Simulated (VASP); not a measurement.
# LiC3 (P6_3/m) in VASP: a series of runs

LiC3 is run at these levels: PBE; tasks: single point.

Everything below comes from runs of VASP 6.6.1. Logs are shortened: lines on timing, memory, paths and dates and some standing lists are left out, and cuts for length are marked.

### Step 1. The cell of the first run

It takes space group P6_3/m (No. 176, hexagonal). Conventional cell: a = 4.502 Å, b = 4.502 Å, c = 7.142 Å, α = 90.00°, β = 90.00°, γ = 120.00°. Li (site symmetry -6) has 6 C at 2.15 to 2.47 Å within 2.8 Å. C (site symmetry m) has 2 C at 1.41 Å within 1.9 Å.

### Step 2. Single point, PBE

The input, INCAR:

```
ALGO = Normal ; EDIFF = 1E-6
ENCUT = 520 ; GGA = PE
ISIF = 2 ; ISMEAR = 0
LASPH = T ; LCHARG = F
LREAL = F ; LWAVE = F
NBANDS = 25 ; NELM = 60
PREC = Accurate ; SIGMA = 0.1
```

The input, KPOINTS:

```
k-points
0
Gamma
  12 12 6
```

The input, POSCAR:

```
LiC3
1.0
    4.5023608286      0.0000000000      0.0000000000
   -2.2511804143      3.8991588545      0.0000000000
    0.0000000000      0.0000000000      7.1417304474
Li C
2 6
Direct
    0.3333333333      0.6666666667      0.2500000000
    0.6666666667      0.3333333333      0.7500000000
    0.8054977099      0.2684594855      0.2500000000
    0.5370382244      0.8054977099      0.7500000000
    0.7315405145      0.5370382244      0.2500000000
    0.1945022901      0.7315405145      0.7500000000
    0.4629617756      0.1945022901      0.2500000000
    0.2684594855      0.4629617756      0.7500000000
```

Potentials or basis: VASP PAW PBE potentials, release 64 (Li_sv, C).

Launch:

```bash
cat potpaw_PBE.64/Li_sv/POTCAR potpaw_PBE.64/C/POTCAR > POTCAR
mpirun -np 1 vasp_std > vasp.out
```

OUTCAR:

```text
EDIFF = 1E-6
   ENCUT = 520
   GGA = PE
   ISIF = 2
   ISMEAR = 0
   LASPH = T
   LREAL = F
   NELM = 60
   PREC = Accurate

 ion  position               nearest neighbor table
   1  0.333  0.667  0.250-   7 2.15   3 2.15   5 2.15
   2  0.667  0.333  0.750-   4 2.15   6 2.15   8 2.15
   3  0.805  0.268  0.250-   5 1.41   7 1.41   1 2.15
   4  0.537  0.805  0.750-   8 1.41   6 1.41   2 2.15
   5  0.732  0.537  0.250-   7 1.41   3 1.41   1 2.15
   6  0.195  0.732  0.750-   8 1.41   4 1.41   2 2.15
   7  0.463  0.195  0.250-   5 1.41   3 1.41   1 2.15
   8  0.268  0.463  0.750-   4 1.41   6 1.41   2 2.15

  LATTYP: Found a hexagonal cell.
 ALAT       =     4.5023608286
 C/A-ratio  =     1.5862190347

  Lattice vectors:

 A1 = (   4.5023608286,   0.0000000000,   0.0000000000)
 A2 = (  -2.2511804143,   3.8991588545,   0.0000000000)
 A3 = (   0.0000000000,   0.0000000000,   7.1417304474)

Analysis of symmetry for initial positions (statically):
=====================================================================
 Subroutine PRICEL returns:
 Original cell was already a primitive cell.

 Routine SETGRP: Setting up the symmetry group for a
 hexagonal supercell.

 Subroutine GETGRP returns: Found 12 space group operations
 (whereof  6 operations were pure point group operations)
 out of a pool of 24 trial point group operations.

The static configuration has the point symmetry S_6 .
 The point group associated with its full space group is C_6h.

Analysis of symmetry for dynamics (positions and initial velocities):
=====================================================================
 Subroutine PRICEL returns:
 Original cell was already a primitive cell.

 Routine SETGRP: Setting up the symmetry group for a
 hexagonal supercell.

 Subroutine GETGRP returns: Found 12 space group operations
 (whereof  6 operations were pure point group operations)
 out of a pool of 24 trial point group operations.

The dynamic configuration has the point symmetry S_6 .
 The point group associated with its full space group is C_6h.

 Subroutine INISYM returns: Found 12 space group operations
 (whereof  6 operations are pure point group operations),
 and found     1 'primitive' translations

----------------------------------------------------------------------------------------

                                     Primitive cell

  volume of cell :     125.3761

  direct lattice vectors                    reciprocal lattice vectors
     4.502360829  0.000000000  0.000000000     0.222105699  0.128232785  0.000000000
    -2.251180414  3.899158854  0.000000000     0.000000000  0.256465570  0.000000000
     0.000000000  0.000000000  7.141730447     0.000000000  0.000000000  0.140022087

  length of vectors
     4.502360829  4.502360829  7.141730447     0.256465570  0.256465570  0.140022087

  position of ions in fractional coordinates (direct lattice)
     0.333333333  0.666666667  0.250000000
     0.666666667  0.333333333  0.750000000
     0.805497710  0.268459486  0.250000000
     0.537038224  0.805497710  0.750000000
     0.731540514  0.537038224  0.250000000
     0.194502290  0.731540514  0.750000000
     0.462961776  0.194502290  0.250000000
     0.268459486  0.462961776  0.750000000

  ion indices of the primitive-cell ions
   primitive index   ion index
                 1           1
                 2           2
                 3           3
                 4           4
                 5           5
                 6           6
                 7           7
                 8           8

----------------------------------------------------------------------------------------

 KPOINTS: k-points

Automatic generation of k-mesh.
 Grid dimensions read from file:
 generate k-points for:   12   12    6

 Generating k-lattice:

  Cartesian coordinates                     Fractional coordinates (reciprocal lattice)
     0.018508808  0.010686065  0.000000000     0.083333333  0.000000000  0.000000000
     0.000000000  0.021372131  0.000000000     0.000000000  0.083333333  0.000000000
     0.000000000  0.000000000  0.023337014     0.000000000  0.000000000  0.166666667

  Length of vectors
     0.021372131  0.021372131  0.023337014

  Shift w.r.t. Gamma in fractional coordinates (k-lattice)
     0.000000000  0.000000000  0.000000000

 Subroutine IBZKPT returns following result:
 ===========================================

 Found    104 irreducible k-points:

 Following reciprocal coordinates:
            Coordinates               Weight
  0.000000  0.000000  0.000000      1.000000
  0.083333  0.000000  0.000000      6.000000
  0.166667 -0.000000  0.000000      6.000000
  0.250000  0.000000  0.000000      6.000000
  0.333333  0.000000  0.000000      6.000000
  0.416667  0.000000  0.000000      6.000000
[... 16 lines left out ...]
  0.250000  0.250000  0.000000      6.000000
  0.333333  0.250000  0.000000      6.000000
 [... further k-points ...]
   k-points           NKPTS =    104   k-points in BZ     NKDIM =    104   number of bands    NBANDS=     25
   number of dos      NEDOS =    301   number of ions     NIONS =      8
   total plane-waves  NPLWV =  69984
   dimension x,y,z NGX =    36 NGY =   36 NGZ =   54
   dimension x,y,z NGXF=    72 NGYF=   72 NGZF=  108
   ions per type =               2   6
   NGX,Y,Z   is equivalent  to a cutoff of  13.29, 13.29, 12.57 a.u.
   NGXF,Y,Z  is equivalent  to a cutoff of  26.59, 26.59, 25.14 a.u.
 SYSTEM =  unknown system
   PREC   = accura    normal or accurate (medium, high low for compatibility)
   ISTART =      0    job   : 0-new  1-cont  2-samecut
   ICHARG =      2    charge: 1-file 2-atom 10-const
   ISPIN  =      1    spin polarized calculation?
   LNONCOLLINEAR =      F non collinear calculations
   LSORBIT =      F    spin-orbit coupling
   LASPH  =      T    aspherical Exc in radial PAW
   ENCUT  =  520.0 eV  38.22 Ry    6.18 a.u.   8.37  8.37 13.28*2*pi/ulx,y,z
   NELM   =     60;   NELMIN=  2; NELMDL= -5     # of ELM steps
   EDIFF  = 0.1E-05   stopping-criterion for ELM
   LREAL  =      F    real-space projection
[... 7 lines left out ...]
   TEBEG  =    0.0;   TEEND  =   0.0 temperature during run
   PSTRESS=    0.0 pullay stress
   NELECT =      30.0000    total number of electrons
   NUPDOWN=      -1.0000    fix difference up-down
   EMIN   =  10.00;   EMAX   =-10.00  energy-range for DOS
   EFERMI =   0.00;   METHOD = LEGACY
   ISMEAR =     0;   SIGMA  =   0.10  broadening in eV -4-tet -1-fermi 0-gaus
   EFERMI_NEDOS =   21; number of points for ismear=-14 and -15
   IALGO  =     38    algorithm
   IMIX   =      4    mixing-type and parameters
     AMIX     =   0.40;   BMIX     =  1.00
     AMIX_MAG =   1.60;   BMIX_MAG =  1.00
  volume/ion in A,a.u.               =      15.67       105.76
  Fermi-wavevector in a.u.,A,eV,Ry     =   1.016351  1.920625 14.054399  1.032969
  Thomas-Fermi vector in A             =   2.149690
   LORBIT       =      0    0 simple, 1 ext, 2 COOP (PROOUT), +10 PAW based schemes
   GGA     = PE    functional components
   LHFCALC =     F    Hartree Fock is set to
   AEXX    =    0.0000 exact exchange contribution
   IVDW    =     0    specifies the selected vdW correction
   LEPSILON=     F    determine dielectric tensor
   LRPA    =     F    only Hartree local field effects (RPA)
 non-spin polarized calculation
 Gauss-broadening in eV      SIGMA  =   0.10
  energy-cutoff  :      520.00
  volume of cell :      125.38
 maximum number of plane-waves:      3417
 NGX is ok and might be reduce to    36
   NGX = 17   NGY = 17   NGZ = 27

 number of electron      29.9999993 magnetization

 Free energy of the ion-electron system (eV)
  ---------------------------------------------------
  ext. energy  EPLUGINS =         0.00000000
  ---------------------------------------------------
  free energy    TOTEN  =       -46.46429867 eV

  energy without entropy =      -46.44220640  energy(sigma->0) =      -46.45325253

 E-fermi :  -0.1046     XC(G=0):  -7.5706

 val. band max:       -0.1060295041   @ k =  -0.2500   0.4167   0.5000
 cond. band min:      -0.1030632907   @ k =  -0.3333   0.4167  -0.3333
 fundamental gap:      0.0029662134
 Fermi energy:        -0.1045771267

 k-point     1 :       0.0000    0.0000    0.0000
  band No.  band energies     occupation
      1     -45.2310      2.00000
      2     -45.2308      2.00000
      3     -18.2614      2.00000
      4     -18.2072      2.00000
      5      -7.0159      2.00000
      6      -7.0158      2.00000
[... 17 lines left out ...]
     24       8.6750      0.00000
     25       8.8649      0.00000

 k-point     2 :       0.0833    0.0000    0.0000
  band No.  band energies     occupation
      1     -45.2310      2.00000
      2     -45.2308      2.00000
      3     -18.2586      2.00000
      4     -18.2061      2.00000
      5      -7.0751      2.00000
      6      -7.0366      2.00000
[... 17 lines left out ...]
     24       8.6958      0.00000
     25       8.8560      0.00000

 k-point     3 :       0.1667   -0.0000    0.0000
  band No.  band energies     occupation
      1     -45.2309      2.00000
      2     -45.2308      2.00000
      3     -18.2509      2.00000
      4     -18.2031      2.00000
      5      -7.2323      2.00000
      6      -7.1511      2.00000
[... 17 lines left out ...]
     24       8.7167      0.00000
     25       8.7828      0.00000

 k-point     4 :       0.2500    0.0000    0.0000
  band No.  band energies     occupation
      1     -45.2309      2.00000
      2     -45.2307      2.00000
      3     -18.2398      2.00000
      4     -18.1995      2.00000
      5      -7.4338      2.00000
      6      -7.3370      2.00000
[... 17 lines left out ...]
     24       8.5262      0.00000
     25       8.8002      0.00000
[... 477 lines left out ...]
 k-point    22 :       0.4167    0.1667    0.0000
  band No.  band energies     occupation
      1     -45.2307      2.00000
      2     -45.2307      2.00000
      3     -18.2095      2.00000
      4     -18.1968      2.00000
      5      -7.7603      2.00000
      6      -7.5971      2.00000
[... 17 lines left out ...]
     24       7.8083      0.00000
     25       7.9007      0.00000

 k-point    23 :       0.2500    0.2500    0.0000
  band No.  band energies     occupation
      1     -45.2308      2.00000
      2     -45.2307      2.00000
      3     -18.2138      2.00000
      4     -18.1960      2.00000
      5      -7.7007      2.00000
      6      -7.5575      2.00000
[... 17 lines left out ...]
     24       7.9779      0.00000
     25       8.1451      0.00000

 k-point    24 :       0.3333    0.2500    0.0000
  band No.  band energies     occupation
      1     -45.2308      2.00000
      2     -45.2307      2.00000
      3     -18.2067      2.00000
      4     -18.1976      2.00000
      5      -7.7410      2.00000
      6      -7.5518      2.00000
[... 17 lines left out ...]
     24       7.9706      0.00000
     25       8.0322      0.00000

 [... further k-points ...]
[... 5 lines left out ...]
  --------------------------------------------------------------------------------------
  -------------------------------------------------------------------------------------
  Total        0.4140057      0.4140057     -0.0199970      0.0000011      0.0000000      0.0000000
  in kB        5.2905671      5.2905671     -0.2555405      0.0000142      0.0000000      0.0000000
  external PRESSURE =       3.4418645 kB  Pullay stress =       0.0000000 kB

 VOLUME and BASIS-vectors are now :
 -----------------------------------------------------------------------------
  energy-cutoff  :      520.00
  volume of cell :      125.38
      direct lattice vectors                 reciprocal lattice vectors
     4.502360829  0.000000000  0.000000000     0.222105699  0.128232785  0.000000000
    -2.251180414  3.899158854  0.000000000     0.000000000  0.256465570  0.000000000
     0.000000000  0.000000000  7.141730447     0.000000000  0.000000000  0.140022087

 POSITION                                       TOTAL-FORCE (eV/Angst)
 -----------------------------------------------------------------------------------
     -0.00000      2.59944      1.78543         0.000000      0.000000      0.000000
      2.25118      1.29972      5.35630         0.000000     -0.000000     -0.000000
      3.02229      1.04677      1.78543         0.181232     -0.061848     -0.000000
      0.60462      3.14076      5.35630         0.144178      0.126027      0.000000
      2.08469      2.09400      1.78543        -0.037054      0.187875     -0.000000
     -0.77111      2.85239      5.35630        -0.181232      0.061848      0.000000
      1.64656      0.75840      1.78543        -0.144178     -0.126027      0.000000
      0.16649      1.80516      5.35630         0.037054     -0.187875     -0.000000
 -----------------------------------------------------------------------------------
    total drift:                                0.000000     -0.000000      0.000000

  FREE ENERGIE OF THE ION-ELECTRON SYSTEM (eV)
  ---------------------------------------------------
  free  energy   TOTEN  =       -46.4642986674 eV

  energy  without entropy=      -46.4422063956  energy(sigma->0) =      -46.45325253
```

Wall time 4.5 min (1 thread of Intel Xeon Platinum 8259CL at 2.50GHz (Skylake/Cascade Lake), shared host); peak memory 0.4 GiB.

Results:

```
Free energy            : -46.4643 eV
Largest force          : 0.191 eV/Å
Band gap on the k mesh : zero (bands 15 and 16 overlap by 1.16 eV)
```

Forces on the atoms (eV/Å):
```
Li   0.000  0.000  0.000
Li   0.000  0.000  0.000
C    0.181 -0.062  0.000
C    0.144  0.126  0.000
C   -0.037  0.188  0.000
C   -0.181  0.062  0.000
C   -0.144 -0.126  0.000
C    0.037 -0.188  0.000
```

Caveat: the cutoff is under 1.25 times the usual one of these potentials, so pressure, stress and relaxed cells hold a basis-set (Pulay) error.

### Step 3. Single point, PBE

The input, INCAR:

```
SYSTEM = LiC3
PREC     = Accurate       ! precision mode
ENCUT    = 520            ! plane-wave cutoff, eV
EDIFF    = 1E-6           ! SCF threshold, eV
ISMEAR   = 0              ! smearing method
SIGMA    = 0.1            ! smearing width, eV
LREAL    = .False.        ! projectors in reciprocal space
LASPH    = .True.         ! aspherical terms in the spheres
NELM     = 80             ! most SCF steps
ALGO     = Normal         ! electronic algorithm
ISIF     = 2              ! what is computed and relaxed
LWAVE    = .False.        ! write WAVECAR
LCHARG   = .True.         ! write CHGCAR
GGA      = PE             ! functional
LELF     = .True.         ! ELF
LVHAR    = .True.       
NBANDS   = 25             ! bands
```

The input, KPOINTS:

```
regular mesh
0
Gamma
  12 12 6
  0 0 0
```

POSCAR is that of step 2.

Potentials or basis: VASP PAW PBE potentials, release 64 (Li_sv, C).

Launch:

```bash
cat potpaw_PBE.64/Li_sv/POTCAR potpaw_PBE.64/C/POTCAR > POTCAR
mpirun -np 1 vasp_std > vasp.out
```

Wall time 4.5 min (1 thread of Intel Xeon Platinum 8259CL at 2.50GHz (Skylake/Cascade Lake), shared host); peak memory 0.4 GiB.

It converged, with:

| Quantity | Value |
| --- | --- |
| Free energy | -46.4643 eV |
| Largest force | 0.191 eV/Å |
| Band gap on the k mesh | zero (bands 15 and 16 overlap by 1.16 eV) |

Forces on the atoms (eV/Å):
```
Li   0.000  0.000  0.000
Li   0.000  0.000  0.000
C    0.181 -0.062  0.000
C    0.144  0.126  0.000
C   -0.037  0.188  0.000
C   -0.181  0.062  0.000
C   -0.144 -0.126  0.000
C    0.037 -0.188  0.000
```

Levels at points of the mesh, in eV from the Fermi level:
```
           k point  band 11  band 12  band 13  band 14  band 15  band 16  band 17  band 18  band 19  band 20
(0.00, 0.00, 0.00)    -4.35    -3.84    -0.99    -0.99    -0.76    -0.76     3.56     3.56     3.71     3.71
(0.50, 0.00, 0.00)    -3.09    -2.96    -0.93    -0.76     0.13     0.22     1.88     2.88     3.01     3.95
(0.00, 0.00, 0.50)    -3.96    -3.96    -0.88    -0.88    -0.88    -0.88     3.66     3.66     3.66     3.66
(0.50, 0.00, 0.50)    -3.03    -3.03    -0.86    -0.86     0.18     0.18     2.33     2.33     3.40     3.40
```

Caveat: the cutoff is under 1.25 times the usual one of these potentials, so pressure, stress and relaxed cells hold a basis-set (Pulay) error.
